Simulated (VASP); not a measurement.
# Na (Fd-3m) in VASP: further runs, part 2 of 2

VASP 6.6.1. Earlier steps stand in the parts before.

**3. Single point, LDA**

This run uses another cell than the first one, of 47.22 Å³/atom, 0.990 times its volume.

INCAR reads:

```
PREC = Accurate
ENCUT = 500
EDIFF = 1E-6
ISMEAR = 1
SIGMA = 0.1
LREAL = F
LASPH = T
NELM = 120
ALGO = Normal
ISIF = 2
LWAVE = F
LCHARG = F
GGA = CA
NBANDS = 14
GGA_COMPAT = F
```

KPOINTS reads:

```
regular mesh
0
Gamma
  5 5 5
```

POSCAR reads:

```
Na
1.0
    0.0000000000      3.6144185396      3.6144185396
    3.6144185396      0.0000000000      3.6144185396
    3.6144185396      3.6144185396      0.0000000000
Na
2
Direct
    0.0000000000      0.0000000000      0.0000000000
    0.2500000000      0.2500000000      0.2500000000
```

Potentials or basis: VASP PAW LDA potentials, release 64 (Na_pv).

Run with:

```console
cat potpaw_LDA.64/Na_pv/POTCAR > POTCAR
mpirun -np 1 vasp_std > vasp.out
```

Run time: 11 s. Hardware: 1 thread of Intel Xeon Platinum 8259CL at 2.50GHz (Skylake/Cascade Lake), shared host; peak memory 0.18 GiB.

The run converged. Its results:

```
Free energy            : -2.1858 eV
Pressure               : 0.0 GPa
Band gap on the k mesh : zero (band 7 reaches -0.28 eV, above the bottom of band 8 at -0.40 eV)
```

Levels at points of the mesh, in eV from the Fermi level:
```
           k point  band 3  band 4  band 5  band 6  band 7  band 8  band 9  band 10  band 11  band 12
(0.00, 0.00, 0.00)  -25.50  -25.45  -25.45  -25.45   -2.87    4.91    4.91     4.91     5.24     5.24
```

**4. Single point, LDA**

INCAR reads:

```
PREC     = Accurate       # precision mode
ENCUT    = 500            # plane-wave cutoff, eV
EDIFF    = 1E-6           # SCF threshold, eV
ISMEAR   = 1              # smearing method
SIGMA    = 0.1            # smearing width, eV
LREAL    = False          # projectors in reciprocal space
LASPH    = True           # aspherical terms in the spheres
NELM     = 120            # most SCF steps
ALGO     = Normal         # electronic algorithm
ISIF     = 2              # what is computed and relaxed
LWAVE    = False          # write WAVECAR
LCHARG   = False          # write CHGCAR
NBANDS   = 14             # bands
GGA_COMPAT= False
```

KPOINTS reads:

```
Automatic mesh
0
Gamma
  5 5 5
```

POSCAR reads:

```
Na
1.0
    0.0000000000      3.6265475518      3.6265475518
    3.6265475518      0.0000000000      3.6265475518
    3.6265475518      3.6265475518      0.0000000000
Na
2
Direct
    0.0000000000      0.0000000000      0.0000000000
    0.2500000000      0.2500000000      0.2500000000
```

Potentials or basis: VASP PAW LDA potentials, release 64 (Na_pv).

Run with:

```console
cat potpaw_LDA.64/Na_pv/POTCAR > POTCAR
mpirun -np 1 vasp_std > vasp.out
```

OUTCAR:

```text
PREC = Accurate
   ENCUT = 500
   EDIFF = 1E-6
   ISMEAR = 1
   LREAL = False
   LASPH = True
   NELM = 120
   ISIF = 2

 ion  position               nearest neighbor table
   1  0.000  0.000  0.000-
   2  0.250  0.250  0.250-

  LATTYP: Found a face centered cubic cell.
 ALAT       =     7.2530951036

  Lattice vectors:

 A1 = (   0.0000000000,   3.6265475518,   3.6265475518)
 A2 = (   3.6265475518,   0.0000000000,   3.6265475518)
[... 340 lines left out ...]

------------------------ aborting loop because EDIFF is reached ----------------------------------------

  FORCE on cell =-STRESS in cart. coord.  units (eV):
  Direction    XX          YY          ZZ          XY          YZ          ZX
  --------------------------------------------------------------------------------------
  -------------------------------------------------------------------------------------
  Total       -0.0213734     -0.0213734     -0.0213734      0.0000000      0.0000000     -0.0000000
  in kB       -0.3589828     -0.3589828     -0.3589828      0.0000000      0.0000000     -0.0000000
  external PRESSURE =      -0.3589828 kB  Pullay stress =       0.0000000 kB

 VOLUME and BASIS-vectors are now :
 -----------------------------------------------------------------------------
  energy-cutoff  :      500.00
  volume of cell :       95.39
      direct lattice vectors                 reciprocal lattice vectors
     0.000000000  3.626547552  3.626547552    -0.137872175  0.137872175  0.137872175
     3.626547552  0.000000000  3.626547552     0.137872175 -0.137872175  0.137872175
     3.626547552  3.626547552  0.000000000     0.137872175  0.137872175 -0.137872175

 POSITION                                       TOTAL-FORCE (eV/Angst)
 -----------------------------------------------------------------------------------
      0.00000      0.00000      0.00000        -0.000000     -0.000000     -0.000000
      1.81327      1.81327      1.81327         0.000000      0.000000      0.000000
 -----------------------------------------------------------------------------------
    total drift:                               -0.000000     -0.000000      0.000000

  FREE ENERGIE OF THE ION-ELECTRON SYSTEM (eV)
  ---------------------------------------------------
  free  energy   TOTEN  =        -2.1857283564 eV

  energy  without entropy=       -2.1817477760  energy(sigma->0) =       -2.18440150
```

OSZICAR:

```text
N       E                     dE             d eps       ncg     rms          rms(c)
DAV:   1     0.922357352545E+02    0.92236E+02   -0.72302E+03   288   0.854E+02
DAV:   2     0.126276945907E+01   -0.90973E+02   -0.90266E+02   280   0.251E+02
DAV:   3    -0.214059135593E+01   -0.34034E+01   -0.34011E+01   370   0.590E+01
DAV:   4    -0.218930146122E+01   -0.48710E-01   -0.48709E-01   304   0.731E+00
DAV:   5    -0.219052415746E+01   -0.12227E-02   -0.12226E-02   370   0.120E+00    0.205E-01
DAV:   6    -0.218766033920E+01    0.28638E-02   -0.14562E-03   366   0.472E-01    0.129E-01
DAV:   7    -0.218575858467E+01    0.19018E-02   -0.20675E-03   376   0.435E-01    0.247E-02
DAV:   8    -0.218572799228E+01    0.30592E-04   -0.28395E-04   364   0.249E-01    0.499E-03
DAV:   9    -0.218572835643E+01   -0.36414E-06   -0.55133E-06   334   0.317E-02
   1 F= -.21857284E+01 E0= -.21844015E+01  d E =-.398058E-02
```

Wall time 9.5 s (1 thread of Intel Xeon Platinum 8259CL at 2.50GHz (Skylake/Cascade Lake), shared host); peak memory 0.17 GiB.

What came out:

| Property | Result |
| --- | --- |
| Free energy | -2.1857 eV |
| Pressure | 0.0 GPa |
| Band gap on the k mesh | zero (band 7 reaches -0.31 eV, above the bottom of band 8 at -0.42 eV) |

**5. Single point, LDA**

This run uses another cell than the first one, of 48.17 Å³/atom, 1.010 times its volume.

INCAR reads:

```
ALGO     = Normal         # electronic algorithm
EDIFF    = 1E-6           # SCF threshold, eV
ENCUT    = 500            # plane-wave cutoff, eV
GGA      = CA             # functional
GGA_COMPAT= False        
ISIF     = 2              # what is computed and relaxed
ISMEAR   = 1              # smearing method
LASPH    = True           # aspherical terms in the spheres
LCHARG   = False          # write CHGCAR
LREAL    = False          # projectors in reciprocal space
LWAVE    = False          # write WAVECAR
NBANDS   = 14             # bands
NELM     = 120            # most SCF steps
PREC     = Accurate       # precision mode
SIGMA    = 0.1            # smearing width, eV
```

KPOINTS reads:

```
k-points
0
Gamma
  5 5 5
```

POSCAR reads:

```
Na
1.0
    0.0000000000      3.6385959710      3.6385959710
    3.6385959710      0.0000000000      3.6385959710
    3.6385959710      3.6385959710      0.0000000000
Na
2
Direct
    0.0000000000      0.0000000000      0.0000000000
    0.2500000000      0.2500000000      0.2500000000
```

Run with:

```console
cat potpaw_LDA.64/Na_pv/POTCAR > POTCAR
mpirun -np 1 vasp_std > vasp.out
```

Wall time 8.5 s (1 thread of Intel Xeon Platinum 8259CL at 2.50GHz (Skylake/Cascade Lake), shared host); peak memory 0.17 GiB.

It converged, with:

* Free energy: -2.1854 eV
* Pressure: -0.1 GPa
* Band gap on the k mesh: zero (band 7 reaches -0.34 eV, above the bottom of band 8 at -0.44 eV)

Levels at points of the mesh, in eV from the Fermi level:
```
           k point  band 4  band 5  band 6  band 7  band 8  band 9  band 10  band 11
(0.00, 0.00, 0.00)  -25.46  -25.46  -25.46   -2.83    4.84    4.84     4.84     5.18
```

**6. Overview**

```tsv
cell	gap on the mesh (eV)	pressure (GPa)
a = 5.129 Å, angles 60.0°, 2 atoms	none	0.0
a = 5.112 Å, angles 60.0°, 2 atoms	none	0.0
a = 5.146 Å, angles 60.0°, 2 atoms	none	-0.1
```

Alike in all rows: task single point; level LDA; potentials or basis VASP PAW LDA potentials, release 64 (Na_pv); no spin polarisation; k mesh 5 × 5 × 5; cutoff (eV) 500; smearing methfessel-paxton 0.1 eV.

Total energies depend on the potentials used, so only differences within one code and one set of settings carry meaning.
